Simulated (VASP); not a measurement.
## MnO: single point with PBEsol

The system is MnO.

```
CELL_PARAMETERS angstrom
-0.10623 2.17017 2.17017
2.17017 -0.10623 2.17017
2.17017 2.17017 -0.10623
ATOMIC_POSITIONS crystal
Mn 0.00000 0.00000 0.00000
O 0.50000 0.50000 0.50000
```

This cell differs from its parent crystal: ratio of the length along [111] to the lengths across it x 0.93, volume and fractional coordinates fixed.

```yaml
Program: VASP 6.6.1
Task: single point
Functional: PBEsol
Potentials_or_basis: VASP PAW PBE potentials, release 64 (Mn_pv, O)
Cutoff: 520 eV
k_mesh: 20 × 20 × 20
Occupations: gaussian, width 0.15 eV
Spin: collinear spin, ferromagnetic start
Starting_moments: "[4.41, 0.25] μB"
Dipole_correction: no
Further_INCAR_settings: ALGO = Normal; EDIFF = 1e-07; NBANDS = 20
```

* Pressure: -7.6 GPa
* Net moment: 4.72 μB per cell
* Site moments: Mn +4.29; O +0.19 μB
* Valence electrons inside the program's atomic spheres: Mn 11.36; O 4.95

Stress tensor (GPa, compression positive):
```
-7.60  2.96  2.96
 2.96 -7.60  2.96
 2.96  2.96 -7.60
```

Levels at points of the mesh, in eV from the Fermi level:
Spin up:
```
           k point  band 8  band 9  band 10  band 11  band 12  band 13  band 14  band 15  band 16  band 17
(0.00, 0.00, 0.00)   -3.32   -3.32    -3.05    -2.65    -2.65    -0.55    13.76    15.65    15.65    17.49
(0.50, 0.00, 0.00)   -2.43   -2.33    -1.80     0.13     0.26     3.46     7.43    11.68    12.65    18.69
(0.50, 0.50, 0.00)   -4.23   -2.26    -2.03    -1.97    -1.90     4.94     7.68    10.38    13.03    14.18
(0.50, 0.50, 0.50)   -2.18   -2.18    -1.72     0.34     0.34     3.03     8.52    10.81    10.81    17.60
```
Spin down:
| k point | band 5 | band 6 | band 7 | band 8 | band 9 | band 10 |
| --- | --- | --- | --- | --- | --- | --- |
| (0.00, 0.00, 0.00) | -3.46 | -3.46 | -3.06 | 0.46 | 0.51 | 0.51 |
| (0.50, 0.00, 0.00) | -7.45 | -4.93 | -4.51 | 1.64 | 1.72 | 2.22 |
| (0.50, 0.50, 0.00) | -6.43 | -4.55 | -4.08 | -0.92 | 1.90 | 2.09 |
| (0.50, 0.50, 0.50) | -7.24 | -5.13 | -5.13 | 1.98 | 2.07 | 2.07 |

Run time: 22 min on 1 thread of AMD EPYC 9755 128-Core Processor (shared host), peak memory 0.51 GiB.

Caveat: the cell stands under tension; the PAW data sets were made with another functional, which shifts forces and pressure a little; a cell with one magnetic atom can't hold antiferromagnetic order, which such compounds often take; semilocal functionals often make such compounds metallic where correlation or magnetic order opens a gap, which also shifts bond lengths.
